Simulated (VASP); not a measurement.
# Nb (R-3m) in VASP: a series of runs

Runs on Nb. Level: PBEsol. Tasks: single point.

Program: VASP 6.6.1. These are calculated values, not measurements. Logs are shortened: lines on timing, memory, paths and dates and some standing lists are left out, and cuts for length are marked.

## 1. The cell of the first run

Symmetry: R-3m, No. 166, trigonal system. The conventional cell has a = 2.815 Å, b = 2.815 Å, c = 8.273 Å, α = 90.00°, β = 90.00°, γ = 120.00°. Within 3.7 Å of Nb (site symmetry -3m) lie 12 Nb at 2.81 to 3.20 Å.

## 2. Single point, PBEsol

File INCAR:

```
PREC = Accurate ; ENCUT = 520
EDIFF = 1E-6 ; ISMEAR = 0
SIGMA = 0.15 ; LREAL = F
LASPH = T ; NELM = 60
ALGO = Fast ; ISIF = 2
LWAVE = F ; LCHARG = T
GGA = PS ; LELF = T
LVHAR = T ; NBANDS = 12
```

File KPOINTS:

```
regular mesh
0
Gamma
  22 22 22
```

File POSCAR:

```
Nb
1.0
    0.2653721601      2.2556633612      2.2556633612
    2.2556633612      0.2653721601      2.2556633612
    2.2556633612      2.2556633612      0.2653721601
Nb
1
Direct
    0.0000000000      0.0000000000      0.0000000000
```

Potentials or basis: VASP PAW PBE potentials, release 64 (Nb_sv).

Started as:

```
$ cat potpaw_PBE.64/Nb_sv/POTCAR > POTCAR
$ mpirun -np 1 vasp_std > vasp.out
```

OUTCAR:

```text
PREC = Accurate
   ENCUT = 520
   EDIFF = 1E-6
   ISMEAR = 0
   LREAL = F
   LASPH = T
   NELM = 60
   ISIF = 2
   GGA = PS

 ion  position               nearest neighbor table
   1  0.000  0.000  0.000-

  LATTYP: Found a trigonal (rhomboedric) cell.
 ALAT       =     3.2010087131
 COS(alpha) =     0.6134020618

  Lattice vectors:

 A1 = (   0.2653721601,   2.2556633612,   2.2556633612)
 A2 = (   2.2556633612,   0.2653721601,   2.2556633612)
 A3 = (   2.2556633612,   2.2556633612,   0.2653721601)

Analysis of symmetry for initial positions (statically):
=====================================================================
 Subroutine PRICEL returns:
 Original cell was already a primitive cell.

 Routine SETGRP: Setting up the symmetry group for a
 trigonal (rhombohedral) supercell.

 Subroutine GETGRP returns: Found 12 space group operations
 (whereof 12 operations were pure point group operations)
 out of a pool of 12 trial point group operations.

The static configuration has the point symmetry D_3d.

Analysis of symmetry for dynamics (positions and initial velocities):
=====================================================================
 Subroutine PRICEL returns:
 Original cell was already a primitive cell.

 Routine SETGRP: Setting up the symmetry group for a
 trigonal (rhombohedral) supercell.

 Subroutine GETGRP returns: Found 12 space group operations
 (whereof 12 operations were pure point group operations)
 out of a pool of 12 trial point group operations.

The dynamic configuration has the point symmetry D_3d.

 Subroutine INISYM returns: Found 12 space group operations
 (whereof 12 operations are pure point group operations),
 and found     1 'primitive' translations

----------------------------------------------------------------------------------------

                                     Primitive cell

  volume of cell :      18.9217

  direct lattice vectors                    reciprocal lattice vectors
     0.265372160  2.255663361  2.255663361    -0.265176160  0.237262880  0.237262880
     2.255663361  0.265372160  2.255663361     0.237262880 -0.265176160  0.237262880
     2.255663361  2.255663361  0.265372160     0.237262880  0.237262880 -0.265176160

  length of vectors
     3.201008713  3.201008713  3.201008713     0.427674811  0.427674811  0.427674811

  position of ions in fractional coordinates (direct lattice)
     0.000000000  0.000000000  0.000000000

  ion indices of the primitive-cell ions
   primitive index   ion index
                 1           1

----------------------------------------------------------------------------------------

 KPOINTS: regular mesh

Automatic generation of k-mesh.
 Grid dimensions read from file:
 generate k-points for:   22   22   22

 Generating k-lattice:

  Cartesian coordinates                     Fractional coordinates (reciprocal lattice)
    -0.012053462  0.010784676  0.010784676     0.045454545  0.000000000  0.000000000
     0.010784676 -0.012053462  0.010784676     0.000000000  0.045454545  0.000000000
     0.010784676  0.010784676 -0.012053462     0.000000000  0.000000000  0.045454545

  Length of vectors
     0.019439764  0.019439764  0.019439764

  Shift w.r.t. Gamma in fractional coordinates (k-lattice)
     0.000000000  0.000000000  0.000000000

 Subroutine IBZKPT returns following result:
 ===========================================

 Found   1024 irreducible k-points:

 Following reciprocal coordinates:
            Coordinates               Weight
  0.000000  0.000000  0.000000      1.000000
  0.045455 -0.000000 -0.000000      6.000000
  0.090909 -0.000000 -0.000000      6.000000
  0.136364  0.000000  0.000000      6.000000
  0.181818 -0.000000 -0.000000      6.000000
  0.227273 -0.000000 -0.000000      6.000000
[... 16 lines left out ...]
  0.500000  0.045455  0.000000     12.000000
 -0.454545  0.045455  0.000000     12.000000
 [... further k-points ...]
   k-points           NKPTS =   1024   k-points in BZ     NKDIM =   1024   number of bands    NBANDS=     12
   number of dos      NEDOS =    301   number of ions     NIONS =      1
   total plane-waves  NPLWV =  13824
   dimension x,y,z NGX =    24 NGY =   24 NGZ =   24
   dimension x,y,z NGXF=    48 NGYF=   48 NGZF=   48
   ions per type =               1
   NGX,Y,Z   is equivalent  to a cutoff of  12.46, 12.46, 12.46 a.u.
   NGXF,Y,Z  is equivalent  to a cutoff of  24.93, 24.93, 24.93 a.u.
 SYSTEM =  unknown system
   PREC   = accura    normal or accurate (medium, high low for compatibility)
   ISTART =      0    job   : 0-new  1-cont  2-samecut
   ICHARG =      2    charge: 1-file 2-atom 10-const
   ISPIN  =      1    spin polarized calculation?
   LNONCOLLINEAR =      F non collinear calculations
   LSORBIT =      F    spin-orbit coupling
   LASPH  =      T    aspherical Exc in radial PAW
   ENCUT  =  520.0 eV  38.22 Ry    6.18 a.u.   5.95  5.95  5.95*2*pi/ulx,y,z
   NELM   =     60;   NELMIN=  2; NELMDL= -5     # of ELM steps
   EDIFF  = 0.1E-05   stopping-criterion for ELM
   LREAL  =      F    real-space projection
   EDIFFG = 0.1E-04   stopping-criterion for IOM
   NSW    =      0    number of steps for IOM
   IBRION =     -1    ionic relax: 0-MD 1-quasi-New 2-CG
   NFREE  =      0    steps in history (QN), initial steepest desc. (CG)
   ISIF   =      2    stress and relaxation
   ISYM   =      2    0-nonsym 1-usesym 2-fastsym
   POTIM  = 0.5000    time-step for ionic-motion
   TEBEG  =    0.0;   TEEND  =   0.0 temperature during run
   PSTRESS=    0.0 pullay stress
   NELECT =      13.0000    total number of electrons
   NUPDOWN=      -1.0000    fix difference up-down
   EMIN   =  10.00;   EMAX   =-10.00  energy-range for DOS
   EFERMI =   0.00;   METHOD = LEGACY
   ISMEAR =     0;   SIGMA  =   0.15  broadening in eV -4-tet -1-fermi 0-gaus
   EFERMI_NEDOS =   21; number of points for ismear=-14 and -15
   IALGO  =     68    algorithm
   IMIX   =      4    mixing-type and parameters
     AMIX     =   0.40;   BMIX     =  1.00
     AMIX_MAG =   1.60;   BMIX_MAG =  1.00
  volume/ion in A,a.u.               =      18.92       127.69
  Fermi-wavevector in a.u.,A,eV,Ry     =   1.444560  2.729823 28.392005  2.086754
  Thomas-Fermi vector in A             =   2.562841
   LORBIT       =      0    0 simple, 1 ext, 2 COOP (PROOUT), +10 PAW based schemes
   GGA     = PS    functional components
   LHFCALC =     F    Hartree Fock is set to
   AEXX    =    0.0000 exact exchange contribution
   IVDW    =     0    specifies the selected vdW correction
   LEPSILON=     F    determine dielectric tensor
   LRPA    =     F    only Hartree local field effects (RPA)
 non-spin polarized calculation
 RMM-DIIS sequential band-by-band and
 Gauss-broadening in eV      SIGMA  =   0.15
  energy-cutoff  :      520.00
  volume of cell :       18.92
 maximum number of plane-waves:       522
   NGX = 11   NGY = 11   NGZ = 11

 number of electron      13.0000000 magnetization

 Free energy of the ion-electron system (eV)
  ---------------------------------------------------
  ext. energy  EPLUGINS =         0.00000000
  ---------------------------------------------------
  free energy    TOTEN  =       -10.59698193 eV

  energy without entropy =      -10.58123832  energy(sigma->0) =      -10.58911012

 E-fermi :  10.7089     XC(G=0): -12.3387

 val. band max:       10.7078798749   @ k =  -0.4091   0.2727   0.0000
 cond. band min:      10.7109003241   @ k =  -0.1818   0.2273   0.0455
 fundamental gap:      0.0030204492
 Fermi energy:        10.7089306550

 k-point     1 :       0.0000    0.0000    0.0000
  band No.  band energies     occupation
      1     -43.9674      2.00000
      2     -19.6717      2.00000
      3     -19.1357      2.00000
      4     -19.1357      2.00000
      5       4.5498      2.00000
      6       9.2026      2.00000
      7      11.3167      0.00000
      8      11.3167      0.00000
      9      13.9405      0.00000
     10      13.9405      0.00000
     11      22.1183      0.00000
     12      25.2401      0.00000

 k-point     2 :       0.0455   -0.0000   -0.0000
  band No.  band energies     occupation
      1     -43.9619      2.00000
      2     -19.6718      2.00000
      3     -19.1703      2.00000
      4     -19.1425      2.00000
      5       4.6351      2.00000
      6       9.2530      2.00000
      7      11.2329      0.00000
      8      11.3875      0.00000
      9      13.8345      0.00000
     10      13.8954      0.00000
     11      22.3170      0.00000
     12      25.4135      0.00000

 k-point     3 :       0.0909   -0.0000   -0.0000
  band No.  band energies     occupation
      1     -43.9457      2.00000
      2     -19.6725      2.00000
      3     -19.2703      2.00000
      4     -19.1622      2.00000
      5       4.8828      2.00000
      6       9.3981      2.00000
      7      11.0054      0.00519
      8      11.5960      0.00000
      9      13.5561      0.00000
     10      13.7691      0.00000
     11      22.8520      0.00000
     12      25.8572      0.00000
[... 286 lines left out ...]
 k-point    23 :       0.5000    0.0455    0.0000
  band No.  band energies     occupation
      1     -43.6869      2.00000
      2     -20.7173      2.00000
      3     -19.6546      2.00000
      4     -19.4796      2.00000
      5       6.9855      2.00000
      6       9.3152      2.00000
      7      11.7801      0.00000
      8      12.6336      0.00000
      9      14.1254      0.00000
     10      16.6589      0.00000
     11      21.9493      0.00000
     12      22.5189      0.00000

 k-point    24 :      -0.4545    0.0455    0.0000
  band No.  band energies     occupation
      1     -43.6875      2.00000
      2     -20.7153      2.00000
      3     -19.6508      2.00000
      4     -19.4800      2.00000
      5       6.9898      2.00000
      6       9.3379      2.00000
      7      11.7852      0.00000
      8      12.4467      0.00000
      9      14.1862      0.00000
     10      16.6800      0.00000
     11      21.8732      0.00000
     12      22.6918      0.00000

 [... further k-points ...]

------------------------ aborting loop because EDIFF is reached ----------------------------------------

  FORCE on cell =-STRESS in cart. coord.  units (eV):
  Direction    XX          YY          ZZ          XY          YZ          ZX
  --------------------------------------------------------------------------------------
  -------------------------------------------------------------------------------------
  Total       -0.7526319     -0.7526319     -0.7526319     -0.4241890     -0.4241890     -0.4241890
  in kB      -63.7282647    -63.7282647    -63.7282647    -35.9177269    -35.9177269    -35.9177269
  external PRESSURE =     -63.7282647 kB  Pullay stress =       0.0000000 kB

 VOLUME and BASIS-vectors are now :
 -----------------------------------------------------------------------------
  energy-cutoff  :      520.00
  volume of cell :       18.92
      direct lattice vectors                 reciprocal lattice vectors
     0.265372160  2.255663361  2.255663361    -0.265176160  0.237262880  0.237262880
     2.255663361  0.265372160  2.255663361     0.237262880 -0.265176160  0.237262880
     2.255663361  2.255663361  0.265372160     0.237262880  0.237262880 -0.265176160

 POSITION                                       TOTAL-FORCE (eV/Angst)
 -----------------------------------------------------------------------------------
      0.00000      0.00000      0.00000         0.000000      0.000000     -0.000000
 -----------------------------------------------------------------------------------
    total drift:                                0.000000     -0.000000     -0.000000

  FREE ENERGIE OF THE ION-ELECTRON SYSTEM (eV)
  ---------------------------------------------------
  free  energy   TOTEN  =       -10.5969819336 eV

  energy  without entropy=      -10.5812383155  energy(sigma->0) =      -10.58911012
```

It took 2.4 min on 1 thread of Intel Xeon 6975P-C (Granite Rapids), shared host; peak memory 0.33 GiB.

Results:

```
Free energy : -10.5970 eV
Pressure    : -6.4 GPa
```

Stress tensor (GPa, compression positive):
```
-6.37 -3.59 -3.59
-3.59 -6.37 -3.59
-3.59 -3.59 -6.37
```

Caveat: the PAW data sets were made with another functional, which shifts forces and pressure a little.

## 3. Single point, PBEsol

This run uses another cell than the first one, of the same volume but with other edges.

File INCAR:

```
PREC     = Accurate       # precision mode
ENCUT    = 520            # plane-wave cutoff, eV
EDIFF    = 1E-6           # SCF threshold, eV
ISMEAR   = 0              # smearing method
SIGMA    = 0.15           # smearing width, eV
LREAL    = F              # projectors in reciprocal space
LASPH    = T              # aspherical terms in the spheres
NELM     = 100            # most SCF steps
ALGO     = Fast           # electronic algorithm
ISIF     = 2              # what is computed and relaxed
LWAVE    = F              # write WAVECAR
LCHARG   = F              # write CHGCAR
GGA      = PS             # functional
NBANDS   = 12             # bands
```

File KPOINTS:

```
Automatic mesh
0
Gamma
  22 22 22
```

File POSCAR:

```
Nb
1.0
    0.8269911187      2.5991149444      2.5991149444
    2.5991149444      0.8269911187      2.5991149444
    2.5991149444      2.5991149444      0.8269911187
Nb
1
Direct
    0.0000000000      0.0000000000      0.0000000000
```

Potentials or basis: VASP PAW PBE potentials, release 64 (Nb_sv).

Started as:

```
$ cat potpaw_PBE.64/Nb_sv/POTCAR > POTCAR
$ mpirun -np 1 vasp_std > vasp.out
```

Run time: 5.5 min. Hardware: 1 thread of Intel Xeon 6975P-C (Granite Rapids), shared host; peak memory 0.35 GiB.

It converged, with:

```yaml
Free_energy: -9.3687 eV
Pressure: 23.6 GPa
```

Stress tensor (GPa, compression positive):
```
 23.58 -25.57 -25.57
-25.57  23.58 -25.57
-25.57 -25.57  23.58
```

Levels at points of the mesh, in eV from the Fermi level:
| k point | band 3 | band 4 | band 5 | band 6 | band 7 | band 8 | band 9 | band 10 |
| --- | --- | --- | --- | --- | --- | --- | --- | --- |
| (0.00, 0.00, 0.00) | -29.14 | -29.14 | -5.84 | -3.77 | 0.13 | 0.13 | 5.11 | 5.11 |
| (0.50, 0.00, 0.00) | -30.57 | -30.02 | -5.21 | -3.31 | 1.32 | 3.04 | 3.62 | 8.64 |
| (0.50, 0.50, 0.00) | -30.61 | -30.02 | -5.25 | -4.12 | 3.13 | 3.65 | 4.60 | 8.64 |
| (0.50, 0.50, 0.50) | -29.14 | -29.14 | -4.53 | -1.83 | 0.10 | 0.10 | 2.35 | 5.30 |

Caveat: the PAW data sets were made with another functional, which shifts forces and pressure a little.

## 4. Single point, PBEsol

This run uses another cell than the first one, of the same volume but with other edges.

File INCAR:

```
SYSTEM = Nb
PREC = Accurate ; ENCUT = 520
EDIFF = 1E-6 ; ISMEAR = 0
SIGMA = 0.15 ; LREAL = .FALSE.
LASPH = .TRUE. ; NELM = 60
ALGO = Fast ; ISIF = 2
LWAVE = .FALSE. ; LCHARG = .FALSE.
GGA = PS ; NBANDS = 12
```

File KPOINTS:

```
regular mesh
0
G
  22 22 22
  0 0 0
```

File POSCAR:

```
Nb
1.0
    0.1099430670      2.1713755724      2.1713755724
    2.1713755724      0.1099430670      2.1713755724
    2.1713755724      2.1713755724      0.1099430670
Nb
1
Direct
    0.0000000000      0.0000000000      0.0000000000
```

Started as:

```
$ cat potpaw_PBE.64/Nb_sv/POTCAR > POTCAR
$ mpirun -np 1 vasp_std > vasp.out
```

Wall time 2.7 min (1 thread of Intel Xeon Platinum 8488C (Sapphire Rapids), shared host); peak memory 0.33 GiB.

Results (log left out):

- Free energy: -10.6130 eV
- Pressure: -7.5 GPa

Stress tensor (GPa, compression positive):
```
-7.52  1.27  1.27
 1.27 -7.52  1.27
 1.27  1.27 -7.52
```

Levels at points of the mesh, in eV from the Fermi level:
```
           k point  band 2  band 3  band 4  band 5  band 6  band 7  band 8  band 9  band 10  band 11
(0.00, 0.00, 0.00)  -30.21  -30.01  -30.01   -6.20   -0.60    0.45    0.45    2.80     2.80    11.80
(0.50, 0.00, 0.00)  -31.30  -30.31  -30.23   -3.78   -0.69    0.48    1.62    4.21     5.17    10.75
(0.50, 0.50, 0.00)  -31.21  -30.57  -30.41   -4.00   -3.27    3.58    4.47    5.15     5.45    10.53
(0.50, 0.50, 0.50)  -31.18  -30.11  -30.11   -3.82    0.16    0.16    0.69    4.50     4.50     9.45
```

Caveat: the PAW data sets were made with another functional, which shifts forces and pressure a little.

## 5. Summary

| cell | gap on the mesh (eV) | pressure (GPa) |
| --- | --- | --- |
| a = 3.201 Å, angles 52.2°, 1 atom | none | -6.4 |
| a = 3.768 Å, angles 38.9°, 1 atom | none | 23.6 |
| a = 3.073 Å, angles 56.6°, 1 atom | none | -7.5 |

Alike in all rows: task single point; level PBEsol; potentials or basis VASP PAW PBE potentials, release 64 (Nb_sv); no spin polarisation; k mesh 22 × 22 × 22; cutoff (eV) 520; smearing gaussian 0.15 eV.

Caveats: the PAW data sets were made with another functional, which shifts forces and pressure a little.

Absolute energies hang on the potentials; compare differences alone.
